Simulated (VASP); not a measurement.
# Lu (Fm-3m) in VASP: further runs

Lu is run at these levels: r2SCAN; tasks: single point.

Program: VASP 6.6.1. These are calculated values, not measurements. Logs are shortened: lines on timing, memory, paths and dates and some standing lists are left out, and cuts for length are marked.

## 1. The cell of the first run

The structure is cubic, space group Fm-3m (No. 225). The conventional cell has a = 4.888 Å, b = 4.888 Å, c = 4.888 Å, α = 90.00°, β = 90.00°, γ = 90.00°. Lu (site symmetry m-3m) has 12 Lu at 3.46 Å within 4.5 Å.

This isn't the form of Lu at room conditions, which is hcp.

## 2. Single point, r2SCAN (29.20 Å³/atom)

POSCAR reads:

```
Lu
1.0
    0.0000000000      2.4440290692      2.4440290692
    2.4440290692      0.0000000000      2.4440290692
    2.4440290692      2.4440290692      0.0000000000
Lu
1
Direct
    0.0000000000      0.0000000000      0.0000000000
```

INCAR.step1 reads:

```
SYSTEM = Lu
PREC = Accurate ; ENCUT = 660
ISMEAR = -1 ; SIGMA = 0.1
LREAL = .False. ; LASPH = .True.
NELM = 120 ; NBANDS = 18
GGA = PE ; ALGO = Normal
EDIFF = 1E-5 ; LWAVE = .True.
LCHARG = .False. ; GGA_COMPAT = .False.
```

INCAR.step2 reads:

```
SYSTEM = Lu
PREC = Accurate ; ENCUT = 660
EDIFF = 1E-6 ; ISMEAR = -1
SIGMA = 0.1 ; LREAL = .False.
LASPH = .True. ; NELM = 120
ALGO = Normal ; ISIF = 2
LWAVE = .False. ; LCHARG = .True.
METAGGA = R2SCAN ; LMIXTAU = .True.
LELF = .True. ; LVHAR = .True.
NBANDS = 18 ; ISTART = 1
GGA_COMPAT = .False.
```

KPOINTS reads:

```
regular mesh
0
Gamma
  13 13 13
  0 0 0
```

Potentials or basis: VASP PAW PBE potentials, release 64 (Lu).

The run is started by

```bash
cat potpaw_PBE.64/Lu/POTCAR > POTCAR
cp INCAR.step1 INCAR
mpirun -np 1 vasp_std > vasp.out
cp INCAR.step2 INCAR
mpirun -np 1 vasp_std > vasp.out
```

OUTCAR:

```text
SYSTEM = Lu
   PREC = Accurate
   ENCUT = 660
   EDIFF = 1E-6
   ISMEAR = -1
   LREAL = .False.
   LASPH = .True.
   NELM = 120
   ISIF = 2
   METAGGA = R2SCAN
   ISTART = 1

 ion  position               nearest neighbor table
   1  0.000  0.000  0.000-

  LATTYP: Found a face centered cubic cell.
 ALAT       =     4.8880581384

  Lattice vectors:

 A1 = (   0.0000000000,   2.4440290692,   2.4440290692)
 A2 = (   2.4440290692,   0.0000000000,   2.4440290692)
 A3 = (   2.4440290692,   2.4440290692,   0.0000000000)

Analysis of symmetry for initial positions (statically):
=====================================================================
 Subroutine PRICEL returns:
 Original cell was already a primitive cell.

 Routine SETGRP: Setting up the symmetry group for a
 face centered cubic supercell.

 Subroutine GETGRP returns: Found 48 space group operations
 (whereof 48 operations were pure point group operations)
 out of a pool of 48 trial point group operations.

The static configuration has the point symmetry O_h .

Analysis of symmetry for dynamics (positions and initial velocities):
=====================================================================
 Subroutine PRICEL returns:
 Original cell was already a primitive cell.

 Routine SETGRP: Setting up the symmetry group for a
 face centered cubic supercell.

 Subroutine GETGRP returns: Found 48 space group operations
 (whereof 48 operations were pure point group operations)
 out of a pool of 48 trial point group operations.

The dynamic configuration has the point symmetry O_h .

 Subroutine INISYM returns: Found 48 space group operations
 (whereof 48 operations are pure point group operations),
 and found     1 'primitive' translations

----------------------------------------------------------------------------------------

                                     Primitive cell

  volume of cell :      29.1977

  direct lattice vectors                    reciprocal lattice vectors
     0.000000000  2.444029069  2.444029069    -0.204580218  0.204580218  0.204580218
     2.444029069  0.000000000  2.444029069     0.204580218 -0.204580218  0.204580218
     2.444029069  2.444029069  0.000000000     0.204580218  0.204580218 -0.204580218

  length of vectors
     3.456379056  3.456379056  3.456379056     0.354343332  0.354343332  0.354343332

  position of ions in fractional coordinates (direct lattice)
     0.000000000  0.000000000  0.000000000

  ion indices of the primitive-cell ions
   primitive index   ion index
                 1           1

----------------------------------------------------------------------------------------

 KPOINTS: regular mesh

Automatic generation of k-mesh.
 Grid dimensions read from file:
 generate k-points for:   13   13   13

 Generating k-lattice:

  Cartesian coordinates                     Fractional coordinates (reciprocal lattice)
    -0.015736940  0.015736940  0.015736940     0.076923077  0.000000000  0.000000000
     0.015736940 -0.015736940  0.015736940     0.000000000  0.076923077  0.000000000
     0.015736940  0.015736940 -0.015736940     0.000000000  0.000000000  0.076923077

  Length of vectors
     0.027257179  0.027257179  0.027257179

  Shift w.r.t. Gamma in fractional coordinates (k-lattice)
     0.000000000  0.000000000  0.000000000

 Subroutine IBZKPT returns following result:
 ===========================================

 Found     84 irreducible k-points:

 Following reciprocal coordinates:
            Coordinates               Weight
  0.000000  0.000000  0.000000      1.000000
  0.076923  0.000000  0.000000      8.000000
  0.153846  0.000000  0.000000      8.000000
  0.230769  0.000000  0.000000      8.000000
  0.307692  0.000000  0.000000      8.000000
  0.384615  0.000000  0.000000      8.000000
[... 16 lines left out ...]
  0.384615  0.153846  0.000000     24.000000
  0.461538  0.153846  0.000000     24.000000
 [... further k-points ...]
   k-points           NKPTS =     84   k-points in BZ     NKDIM =     84   number of bands    NBANDS=     18
   number of dos      NEDOS =    301   number of ions     NIONS =      1
   total plane-waves  NPLWV =  27000
   dimension x,y,z NGX =    30 NGY =   30 NGZ =   30
   dimension x,y,z NGXF=    60 NGYF=   60 NGZF=   60
   ions per type =               1
   NGX,Y,Z   is equivalent  to a cutoff of  14.43, 14.43, 14.43 a.u.
   NGXF,Y,Z  is equivalent  to a cutoff of  28.86, 28.86, 28.86 a.u.
 SYSTEM =  Lu
   PREC   = accura    normal or accurate (medium, high low for compatibility)
   ISTART =      1    job   : 0-new  1-cont  2-samecut
   ICHARG =      0    charge: 1-file 2-atom 10-const
   ISPIN  =      1    spin polarized calculation?
   LNONCOLLINEAR =      F non collinear calculations
   LSORBIT =      F    spin-orbit coupling
   LASPH  =      T    aspherical Exc in radial PAW
   ENCUT  =  660.0 eV  48.51 Ry    6.96 a.u.   7.24  7.24  7.24*2*pi/ulx,y,z
   NELM   =    120;   NELMIN=  2; NELMDL=  0     # of ELM steps
   EDIFF  = 0.1E-05   stopping-criterion for ELM
   LREAL  =      F    real-space projection
   EDIFFG = 0.1E-04   stopping-criterion for IOM
   NSW    =      0    number of steps for IOM
   IBRION =     -1    ionic relax: 0-MD 1-quasi-New 2-CG
   NFREE  =      0    steps in history (QN), initial steepest desc. (CG)
   ISIF   =      2    stress and relaxation
   ISYM   =      2    0-nonsym 1-usesym 2-fastsym
   POTIM  = 0.5000    time-step for ionic-motion
   TEBEG  =    0.0;   TEEND  =   0.0 temperature during run
   PSTRESS=    0.0 pullay stress
   NELECT =      25.0000    total number of electrons
   NUPDOWN=      -1.0000    fix difference up-down
   EMIN   =  10.00;   EMAX   =-10.00  energy-range for DOS
   EFERMI =   0.00;   METHOD = LEGACY
   ISMEAR =    -1;   SIGMA  =   0.10  broadening in eV -4-tet -1-fermi 0-gaus
   EFERMI_NEDOS =   21; number of points for ismear=-14 and -15
   IALGO  =     38    algorithm
   IMIX   =      4    mixing-type and parameters
     AMIX     =   0.40;   BMIX     =  1.00
     AMIX_MAG =   1.60;   BMIX_MAG =  1.00
  volume/ion in A,a.u.               =      29.20       197.04
  Fermi-wavevector in a.u.,A,eV,Ry     =   1.554552  2.937677 32.880255  2.416631
  Thomas-Fermi vector in A             =   2.658621
   LORBIT       =      0    0 simple, 1 ext, 2 COOP (PROOUT), +10 PAW based schemes
   METAGGA = R2SCAN    functional components
   LHFCALC =     F    Hartree Fock is set to
   AEXX    =    0.0000 exact exchange contribution
   IVDW    =     0    specifies the selected vdW correction
   LEPSILON=     F    determine dielectric tensor
   LRPA    =     F    only Hartree local field effects (RPA)
 non-spin polarized calculation
  energy-cutoff  :      660.00
  volume of cell :       29.20
 maximum number of plane-waves:      1139
 NGX is ok and might be reduce to    30
   NGX = 15   NGY = 15   NGZ = 15

 number of electron      24.9999996 magnetization

 Free energy of the ion-electron system (eV)
  ---------------------------------------------------
  ext. energy  EPLUGINS =         0.00000000
  ---------------------------------------------------
  free energy    TOTEN  =       -38.02647927 eV

  energy without entropy =      -37.97655499  energy(sigma->0) =      -38.00151713

 E-fermi :   2.2056     XC(G=0): -11.5968

 val. band max:        2.2030619009   @ k =  -0.3846   0.1538   0.0000
 cond. band min:       2.2218100183   @ k =  -0.3077   0.2308   0.0769
 fundamental gap:      0.0187481175
 Fermi energy:         2.2056380798

 k-point     1 :       0.0000    0.0000    0.0000
  band No.  band energies     occupation
      1     -55.7211      2.00000
      2     -25.4820      2.00000
      3     -25.4820      2.00000
      4     -25.4820      2.00000
      5      -4.1465      2.00000
      6      -3.0164      2.00000
[... 10 lines left out ...]
     17       7.2279      0.00000
     18      12.8453      0.00000

 k-point     2 :       0.0769    0.0000    0.0000
  band No.  band energies     occupation
      1     -55.7193      2.00000
      2     -25.5123      2.00000
      3     -25.4859      2.00000
      4     -25.4859      2.00000
      5      -3.9759      2.00000
      6      -3.0130      2.00000
[... 10 lines left out ...]
     17       7.1278      0.00000
     18      13.2509      0.00000

 k-point     3 :       0.1538    0.0000    0.0000
  band No.  band energies     occupation
      1     -55.7143      2.00000
      2     -25.5953      2.00000
      3     -25.4966      2.00000
      4     -25.4966      2.00000
      5      -3.4841      2.00000
      6      -3.0042      2.00000
[... 10 lines left out ...]
     17       6.9627      0.00000
     18      13.8947      0.00000

 k-point     4 :       0.2308    0.0000    0.0000
  band No.  band energies     occupation
      1     -55.7073      2.00000
      2     -25.7101      2.00000
      3     -25.5116      2.00000
      4     -25.5116      2.00000
      5      -2.9954      2.00000
      6      -2.9665      2.00000
[... 10 lines left out ...]
     17       7.0681      0.00000
     18      12.9517      0.00000

 k-point     5 :       0.3077    0.0000    0.0000
  band No.  band energies     occupation
      1     -55.6998      2.00000
      2     -25.8292      2.00000
      3     -25.5275      2.00000
      4     -25.5275      2.00000
      5      -2.9949      2.00000
      6      -2.9538      2.00000
[... 10 lines left out ...]
     17       7.6050      0.00000
     18      12.0416      0.00000

 k-point     6 :       0.3846    0.0000    0.0000
  band No.  band energies     occupation
      1     -55.6936      2.00000
      2     -25.9259      2.00000
      3     -25.5406      2.00000
      4     -25.5406      2.00000
      5      -2.9986      2.00000
      6      -2.9603      2.00000
[... 307 lines left out ...]
 k-point    21 :       0.2308    0.1538    0.0000
  band No.  band energies     occupation
      1     -55.7068      2.00000
      2     -25.6663      2.00000
      3     -25.5404      2.00000
      4     -25.5367      2.00000
      5      -2.9880      2.00000
      6      -2.9653      2.00000
[... 10 lines left out ...]
     17       7.7364      0.00000
     18      14.8072      0.00000

 k-point    22 :       0.3077    0.1538    0.0000
  band No.  band energies     occupation
      1     -55.7001      2.00000
      2     -25.7639      2.00000
      3     -25.5581      2.00000
      4     -25.5557      2.00000
      5      -2.9806      2.00000
      6      -2.9609      2.00000
[... 10 lines left out ...]
     17       8.1087      0.00000
     18      13.6375      0.00000

 k-point    23 :       0.3846    0.1538    0.0000
  band No.  band energies     occupation
      1     -55.6936      2.00000
      2     -25.8564      2.00000
      3     -25.5799      2.00000
      4     -25.5706      2.00000
      5      -2.9828      2.00000
      6      -2.9549      2.00000
[... 10 lines left out ...]
     17       8.6699      0.00000
     18      12.2828      0.00000

 k-point    24 :       0.4615    0.1538    0.0000
  band No.  band energies     occupation
      1     -55.6888      2.00000
      2     -25.9228      2.00000
      3     -25.6044      2.00000
      4     -25.5750      2.00000
      5      -2.9864      2.00000
      6      -2.9640      2.00000
[... 10 lines left out ...]
     17       9.0577      0.00000
     18      10.9903      0.00000

 [... further k-points ...]

------------------------ aborting loop because EDIFF is reached ----------------------------------------

  FORCE on cell =-STRESS in cart. coord.  units (eV):
  Direction    XX          YY          ZZ          XY          YZ          ZX
  --------------------------------------------------------------------------------------
  -------------------------------------------------------------------------------------
  Total        0.0588978      0.0588978      0.0588978      0.0000000     -0.0000000      0.0000000
  in kB        3.2319192      3.2319192      3.2319192      0.0000000     -0.0000000      0.0000000
  external PRESSURE =       3.2319192 kB  Pullay stress =       0.0000000 kB

 VOLUME and BASIS-vectors are now :
 -----------------------------------------------------------------------------
  energy-cutoff  :      660.00
  volume of cell :       29.20
      direct lattice vectors                 reciprocal lattice vectors
     0.000000000  2.444029069  2.444029069    -0.204580218  0.204580218  0.204580218
     2.444029069  0.000000000  2.444029069     0.204580218 -0.204580218  0.204580218
     2.444029069  2.444029069  0.000000000     0.204580218  0.204580218 -0.204580218

 POSITION                                       TOTAL-FORCE (eV/Angst)
 -----------------------------------------------------------------------------------
      0.00000      0.00000      0.00000         0.000000      0.000000      0.000000
 -----------------------------------------------------------------------------------
    total drift:                               -0.000000     -0.000000      0.000000

  FREE ENERGIE OF THE ION-ELECTRON SYSTEM (eV)
  ---------------------------------------------------
  free  energy   TOTEN  =       -38.0264792686 eV

  energy  without entropy=      -37.9765549883  energy(sigma->0) =      -38.00151713
```

It took 2.2 min on 1 thread of Intel Xeon Platinum 8559C (Emerald Rapids), shared host; peak memory 0.22 GiB.

What came out:

```yaml
Free_energy: -38.0265 eV
Pressure: 0.3 GPa
Band_gap_on_the_k_mesh: zero (an odd number of electrons rules out a gap without spin polarisation)
```

Levels at points of the mesh, in eV from the Fermi level:
| k point | band 10 | band 11 | band 12 | band 13 | band 14 | band 15 |
| --- | --- | --- | --- | --- | --- | --- |
| (0.00, 0.00, 0.00) | -5.09 | -5.09 | -5.09 | 2.52 | 2.52 | 2.52 |

Caveat: the PAW data sets were made with another functional, which shifts forces and pressure a little; spin-orbit coupling is left out, which moves the levels of the heavy elements.

[end of part 1 of 2]

The gap in the log of VASP goes by the Fermi energy; the results here count the filled bands.